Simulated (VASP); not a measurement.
# Cl (Im-3m) in VASP: a series of runs

Runs on Cl. Level: PBEsol. Tasks: single point.

Program: VASP 6.6.1. These are calculated values, not measurements. Logs are shortened: lines on timing, memory, paths and dates and some standing lists are left out, and cuts for length are marked.

## 1. The cell of the first run

Symmetry: Im-3m, No. 229, cubic system. The conventional cell has a = 3.239 Å, b = 3.239 Å, c = 3.239 Å, α = 90.00°, β = 90.00°, γ = 90.00°. Cl (site symmetry m-3m) has 14 Cl at 2.80 to 3.24 Å within 3.7 Å.

## 2. Single point, PBEsol

Contents of INCAR:

```
SYSTEM = Cl
PREC = Accurate
ENCUT = 520
EDIFF = 1E-6
ISMEAR = -1
SIGMA = 0.08
LREAL = .FALSE.
LASPH = .TRUE.
NELM = 80
ALGO = Normal
ISIF = 2
LWAVE = .FALSE.
LCHARG = .FALSE.
GGA = PS
NBANDS = 10
```

Contents of KPOINTS:

```
Automatic mesh
0
G
  15 15 15
  0 0 0
```

Contents of POSCAR:

```
Cl
1.0
   -1.6194281940      1.6194281940      1.6194281940
    1.6194281940     -1.6194281940      1.6194281940
    1.6194281940      1.6194281940     -1.6194281940
Cl
1
Direct
    0.0000000000      0.0000000000      0.0000000000
```

Potentials or basis: VASP PAW PBE potentials, release 64 (Cl).

Launch:

```console
> cat potpaw_PBE.64/Cl/POTCAR > POTCAR
> mpirun -np 1 vasp_std > vasp.out
```

OUTCAR:

```text
SYSTEM = Cl
   PREC = Accurate
   ENCUT = 520
   EDIFF = 1E-6
   ISMEAR = -1
   LREAL = .FALSE.
   LASPH = .TRUE.
   NELM = 80
   ISIF = 2
   GGA = PS

 ion  position               nearest neighbor table
   1  0.000  0.000  0.000-

  LATTYP: Found a body centered cubic cell.
 ALAT       =     3.2388563880

  Lattice vectors:

 A1 = (  -1.6194281940,   1.6194281940,   1.6194281940)
 A2 = (   1.6194281940,  -1.6194281940,   1.6194281940)
 A3 = (   1.6194281940,   1.6194281940,  -1.6194281940)

Analysis of symmetry for initial positions (statically):
=====================================================================
 Subroutine PRICEL returns:
 Original cell was already a primitive cell.

 Routine SETGRP: Setting up the symmetry group for a
 body centered cubic supercell.

 Subroutine GETGRP returns: Found 48 space group operations
 (whereof 48 operations were pure point group operations)
 out of a pool of 48 trial point group operations.

The static configuration has the point symmetry O_h .

Analysis of symmetry for dynamics (positions and initial velocities):
=====================================================================
 Subroutine PRICEL returns:
 Original cell was already a primitive cell.

 Routine SETGRP: Setting up the symmetry group for a
 body centered cubic supercell.

 Subroutine GETGRP returns: Found 48 space group operations
 (whereof 48 operations were pure point group operations)
 out of a pool of 48 trial point group operations.

The dynamic configuration has the point symmetry O_h .

 Subroutine INISYM returns: Found 48 space group operations
 (whereof 48 operations are pure point group operations),
 and found     1 'primitive' translations

----------------------------------------------------------------------------------------

                                     Primitive cell

  volume of cell :      16.9881

  direct lattice vectors                    reciprocal lattice vectors
    -1.619428194  1.619428194  1.619428194     0.000000000  0.308750954  0.308750954
     1.619428194 -1.619428194  1.619428194     0.308750954  0.000000000  0.308750954
     1.619428194  1.619428194 -1.619428194     0.308750954  0.308750954  0.000000000

  length of vectors
     2.804931911  2.804931911  2.804931911     0.436639787  0.436639787  0.436639787

  position of ions in fractional coordinates (direct lattice)
     0.000000000  0.000000000  0.000000000

  ion indices of the primitive-cell ions
   primitive index   ion index
                 1           1

----------------------------------------------------------------------------------------

 KPOINTS: Automatic mesh

Automatic generation of k-mesh.
 Grid dimensions read from file:
 generate k-points for:   15   15   15

 Generating k-lattice:

  Cartesian coordinates                     Fractional coordinates (reciprocal lattice)
     0.000000000  0.020583397  0.020583397     0.066666667  0.000000000  0.000000000
     0.020583397  0.000000000  0.020583397     0.000000000  0.066666667  0.000000000
     0.020583397  0.020583397  0.000000000     0.000000000  0.000000000  0.066666667

  Length of vectors
     0.029109319  0.029109319  0.029109319

  Shift w.r.t. Gamma in fractional coordinates (k-lattice)
     0.000000000  0.000000000  0.000000000

 Subroutine IBZKPT returns following result:
 ===========================================

 Found    120 irreducible k-points:

 Following reciprocal coordinates:
            Coordinates               Weight
  0.000000  0.000000  0.000000      1.000000
  0.066667  0.000000  0.000000     12.000000
  0.133333  0.000000  0.000000     12.000000
  0.200000  0.000000  0.000000     12.000000
  0.266667  0.000000  0.000000     12.000000
  0.333333  0.000000  0.000000     12.000000
[... 16 lines left out ...]
  0.333333  0.200000 -0.000000     48.000000
  0.400000  0.200000  0.000000     24.000000
 [... further k-points ...]
   k-points           NKPTS =    120   k-points in BZ     NKDIM =    120   number of bands    NBANDS=     10
   number of dos      NEDOS =    301   number of ions     NIONS =      1
   total plane-waves  NPLWV =  13824
   dimension x,y,z NGX =    24 NGY =   24 NGZ =   24
   dimension x,y,z NGXF=    48 NGYF=   48 NGZF=   48
   ions per type =               1
   NGX,Y,Z   is equivalent  to a cutoff of  14.22, 14.22, 14.22 a.u.
   NGXF,Y,Z  is equivalent  to a cutoff of  28.45, 28.45, 28.45 a.u.
 SYSTEM =  Cl
   PREC   = accura    normal or accurate (medium, high low for compatibility)
   ISTART =      0    job   : 0-new  1-cont  2-samecut
   ICHARG =      2    charge: 1-file 2-atom 10-const
   ISPIN  =      1    spin polarized calculation?
   LNONCOLLINEAR =      F non collinear calculations
   LSORBIT =      F    spin-orbit coupling
   LASPH  =      T    aspherical Exc in radial PAW
   ENCUT  =  520.0 eV  38.22 Ry    6.18 a.u.   5.22  5.22  5.22*2*pi/ulx,y,z
   NELM   =     80;   NELMIN=  2; NELMDL= -5     # of ELM steps
   EDIFF  = 0.1E-05   stopping-criterion for ELM
   LREAL  =      F    real-space projection
   EDIFFG = 0.1E-04   stopping-criterion for IOM
   NSW    =      0    number of steps for IOM
   IBRION =     -1    ionic relax: 0-MD 1-quasi-New 2-CG
   NFREE  =      0    steps in history (QN), initial steepest desc. (CG)
   ISIF   =      2    stress and relaxation
   ISYM   =      2    0-nonsym 1-usesym 2-fastsym
   POTIM  = 0.5000    time-step for ionic-motion
   TEBEG  =    0.0;   TEEND  =   0.0 temperature during run
   PSTRESS=    0.0 pullay stress
   NELECT =       7.0000    total number of electrons
   NUPDOWN=      -1.0000    fix difference up-down
   EMIN   =  10.00;   EMAX   =-10.00  energy-range for DOS
   EFERMI =   0.00;   METHOD = LEGACY
   ISMEAR =    -1;   SIGMA  =   0.08  broadening in eV -4-tet -1-fermi 0-gaus
   EFERMI_NEDOS =   21; number of points for ismear=-14 and -15
   IALGO  =     38    algorithm
   IMIX   =      4    mixing-type and parameters
     AMIX     =   0.40;   BMIX     =  1.00
     AMIX_MAG =   1.60;   BMIX_MAG =  1.00
  volume/ion in A,a.u.               =      16.99       114.64
  Fermi-wavevector in a.u.,A,eV,Ry     =   1.218220  2.302102 20.191870  1.484061
  Thomas-Fermi vector in A             =   2.353514
   LORBIT       =      0    0 simple, 1 ext, 2 COOP (PROOUT), +10 PAW based schemes
   GGA     = PS    functional components
   LHFCALC =     F    Hartree Fock is set to
   AEXX    =    0.0000 exact exchange contribution
   IVDW    =     0    specifies the selected vdW correction
   LEPSILON=     F    determine dielectric tensor
   LRPA    =     F    only Hartree local field effects (RPA)
 non-spin polarized calculation
  energy-cutoff  :      520.00
  volume of cell :       16.99
 maximum number of plane-waves:       472
 NGX is ok and might be reduce to    24
   NGX = 11   NGY = 11   NGZ = 11

 number of electron       7.0000001 magnetization

 Free energy of the ion-electron system (eV)
  ---------------------------------------------------
  ext. energy  EPLUGINS =         0.00000000
  ---------------------------------------------------
  free energy    TOTEN  =        -1.20426437 eV

  energy without entropy =       -1.17476142  energy(sigma->0) =       -1.18951290

 E-fermi :   4.7176     XC(G=0): -10.8933

 val. band max:        4.7034972120   @ k =   0.3333   0.2000  -0.0000
 cond. band min:       4.7631074945   @ k =  -0.2000   0.2000   0.0667
 fundamental gap:      0.0596102825
 Fermi energy:         4.7175729691

 k-point     1 :       0.0000    0.0000    0.0000
  band No.  band energies     occupation
      1     -12.5053      2.00000
      2       5.7480      0.00001
      3       5.7480      0.00001
      4       5.7480      0.00001
      5      16.0985      0.00000
      6      18.6893      0.00000
      7      18.6893      0.00000
      8      18.6893      0.00000
      9      22.0840      0.00000
     10      22.0840      0.00000

 k-point     2 :       0.0667    0.0000    0.0000
  band No.  band energies     occupation
      1     -12.4194      2.00000
      2       5.3496      0.00074
      3       5.6298      0.00002
      4       5.7313      0.00001
      5      16.4080      0.00000
      6      18.4222      0.00000
      7      18.6180      0.00000
      8      19.0130      0.00000
      9      21.5640      0.00000
     10      22.0068      0.00000

 k-point     3 :       0.1333    0.0000    0.0000
  band No.  band energies     occupation
      1     -12.1662      2.00000
      2       4.3194      1.98630
      3       5.3159      0.00113
      4       5.6835      0.00001
      5      16.7463      0.00000
      6      17.7752      0.00000
      7      18.6392      0.00000
      8      19.9396      0.00000
      9      21.1170      0.00000
     10      21.8818      0.00000

 k-point     4 :       0.2000    0.0000    0.0000
  band No.  band energies     occupation
      1     -11.7605      2.00000
      2       2.9589      2.00000
      3       4.8983      0.18911
      4       5.6113      0.00003
      5      16.0588      0.00000
      6      17.0077      0.00000
      7      19.5259      0.00000
      8      21.3668      0.00000
      9      21.4775      0.00000
     10      21.8845      0.00000
[... 222 lines left out ...]
 k-point    22 :       0.2667    0.2000   -0.0000
  band No.  band energies     occupation
      1      -9.9857      2.00000
      2      -0.2528      2.00000
      3       2.4617      2.00000
      4       4.7933      0.55910
      5      15.1384      0.00000
      6      16.6312      0.00000
      7      20.3243      0.00000
      8      22.0324      0.00000
      9      25.0063      0.00000
     10      28.1305      0.00000

 k-point    23 :       0.3333    0.2000   -0.0000
  band No.  band energies     occupation
      1      -9.5796      2.00000
      2      -0.8221      2.00000
      3       1.9987      2.00000
      4       4.7035      1.08775
      5      14.8846      0.00000
      6      16.7592      0.00000
      7      20.5376      0.00000
      8      22.5717      0.00000
      9      25.3994      0.00000
     10      29.2619      0.00000

 k-point    24 :       0.4000    0.2000    0.0000
  band No.  band energies     occupation
      1      -9.4219      2.00000
      2      -1.0403      2.00000
      3       1.8427      2.00000
      4       4.6726      1.27417
      5      14.7920      0.00000
      6      16.8158      0.00000
      7      20.6505      0.00000
      8      22.6013      0.00000
      9      25.7563      0.00000
     10      30.0786      0.00000

 [... further k-points ...]
[... 5 lines left out ...]
  --------------------------------------------------------------------------------------
  -------------------------------------------------------------------------------------
  Total        0.8331294      0.8331294      0.8331294      0.0000000     -0.0000000      0.0000000
  in kB       78.5738367     78.5738367     78.5738367      0.0000000     -0.0000000      0.0000000
  external PRESSURE =      78.5738367 kB  Pullay stress =       0.0000000 kB

 VOLUME and BASIS-vectors are now :
 -----------------------------------------------------------------------------
  energy-cutoff  :      520.00
  volume of cell :       16.99
      direct lattice vectors                 reciprocal lattice vectors
    -1.619428194  1.619428194  1.619428194     0.000000000  0.308750954  0.308750954
     1.619428194 -1.619428194  1.619428194     0.308750954  0.000000000  0.308750954
     1.619428194  1.619428194 -1.619428194     0.308750954  0.308750954  0.000000000

 POSITION                                       TOTAL-FORCE (eV/Angst)
 -----------------------------------------------------------------------------------
      0.00000      0.00000      0.00000        -0.000000     -0.000000     -0.000000
 -----------------------------------------------------------------------------------
    total drift:                               -0.000000     -0.000000      0.000000

  FREE ENERGIE OF THE ION-ELECTRON SYSTEM (eV)
  ---------------------------------------------------
  free  energy   TOTEN  =        -1.2042643740 eV

  energy  without entropy=       -1.1747614175  energy(sigma->0) =       -1.18951290
```

Wall time 28 s (1 thread of AMD EPYC 7R13, shared host); peak memory 0.11 GiB.

Results:

```
Free energy : -1.2043 eV
Pressure    : 7.9 GPa
```

Levels at points of the mesh, in eV from the Fermi level:
```
           k point  band 1  band 2  band 3  band 4  band 5  band 6  band 7  band 8
(0.00, 0.00, 0.00)  -17.22    1.03    1.03    1.03   11.38   13.97   13.97   13.97
```

Caveat: the PAW data sets were made with another functional, which shifts forces and pressure a little; an odd number of electrons without spin polarisation forces a metal; a magnetic or distorted state may lie lower.

## 3. Single point, PBEsol

This run uses another cell than the first one, of 19.30 Å³/atom, 1.136 times its volume.

Contents of INCAR:

```
SYSTEM = Cl
PREC = Accurate ; ENCUT = 520
EDIFF = 1E-6 ; ISMEAR = -1
SIGMA = 0.08 ; LREAL = .FALSE.
LASPH = .TRUE. ; NELM = 100
ALGO = Normal ; ISIF = 2
LWAVE = .FALSE. ; LCHARG = .FALSE.
GGA = PS ; NBANDS = 10
```

Contents of KPOINTS:

```
regular mesh
0
G
  15 15 15
  0 0 0
```

Contents of POSCAR:

```
Cl
1.0
   -1.6899251603      1.6899251603      1.6899251603
    1.6899251603     -1.6899251603      1.6899251603
    1.6899251603      1.6899251603     -1.6899251603
Cl
1
Direct
    0.0000000000      0.0000000000      0.0000000000
```

Potentials or basis: VASP PAW PBE potentials, release 64 (Cl).

Launch:

```console
> cat potpaw_PBE.64/Cl/POTCAR > POTCAR
> mpirun -np 1 vasp_std > vasp.out
```

OUTCAR:

```text
SYSTEM = Cl
   PREC = Accurate
   ENCUT = 520
   EDIFF = 1E-6
   ISMEAR = -1
   LREAL = .FALSE.
   LASPH = .TRUE.
   NELM = 100
   ISIF = 2
   GGA = PS

 ion  position               nearest neighbor table
   1  0.000  0.000  0.000-

  LATTYP: Found a body centered cubic cell.
 ALAT       =     3.3798503206

  Lattice vectors:

 A1 = (  -1.6899251603,   1.6899251603,   1.6899251603)
 A2 = (   1.6899251603,  -1.6899251603,   1.6899251603)
 A3 = (   1.6899251603,   1.6899251603,  -1.6899251603)

Analysis of symmetry for initial positions (statically):
[... 481 lines left out ...]
      3       0.6443      2.00000
      4       2.9372      1.10963
      5      13.1646      0.00000
      6      14.9570      0.00000
      7      18.2733      0.00000
      8      20.4463      0.00000
      9      23.0766      0.00000
     10      27.2685      0.00000

 [... further k-points ...]
[... 5 lines left out ...]
  --------------------------------------------------------------------------------------
  -------------------------------------------------------------------------------------
  Total       -0.0089502     -0.0089502     -0.0089502      0.0000000     -0.0000000     -0.0000000
  in kB       -0.7428119     -0.7428119     -0.7428119      0.0000000     -0.0000000     -0.0000000
  external PRESSURE =      -0.7428119 kB  Pullay stress =       0.0000000 kB

 VOLUME and BASIS-vectors are now :
 -----------------------------------------------------------------------------
  energy-cutoff  :      520.00
  volume of cell :       19.30
      direct lattice vectors                 reciprocal lattice vectors
    -1.689925160  1.689925160  1.689925160     0.000000000  0.295871090  0.295871090
     1.689925160 -1.689925160  1.689925160     0.295871090  0.000000000  0.295871090
     1.689925160  1.689925160 -1.689925160     0.295871090  0.295871090  0.000000000

 POSITION                                       TOTAL-FORCE (eV/Angst)
 -----------------------------------------------------------------------------------
      0.00000      0.00000      0.00000         0.000000     -0.000000     -0.000000
 -----------------------------------------------------------------------------------
    total drift:                                0.000000      0.000000     -0.000000

  FREE ENERGIE OF THE ION-ELECTRON SYSTEM (eV)
  ---------------------------------------------------
  free  energy   TOTEN  =        -1.2551492711 eV

  energy  without entropy=       -1.2192170075  energy(sigma->0) =       -1.23718314
```

stdout:

```text
POSCAR found type information on POSCAR Cl
 POSCAR found :  1 types and       1 ions
 scaLAPACK will be used
 -----------------------------------------------------------------------------
|                                                                             |
|                                                                             |
|     You enforced a specific xc type in the INCAR file but a different       |
|     I HOPE YOU KNOW WHAT YOU ARE DOING!                                     |
|                                                                             |
 -----------------------------------------------------------------------------

 LDA part: xc-table for (Slater+PW92), standard interpolation
 POSCAR, INCAR and KPOINTS ok, starting setup
 FFT: planning ... GRIDC
 FFT: planning ... GRID_SOFT
 FFT: planning ... GRID
 WAVECAR not read
 entering main loop
```

It took 28 s on 1 thread of AMD EPYC 7R13, shared host; peak memory 0.11 GiB.

What came out:

| Quantity | Value |
| --- | --- |
| Free energy | -1.2551 eV |
| Pressure | -0.1 GPa |

Caveat: the PAW data sets were made with another functional, which shifts forces and pressure a little; an odd number of electrons without spin polarisation forces a metal; a magnetic or distorted state may lie lower.

[end of part 1 of 2]
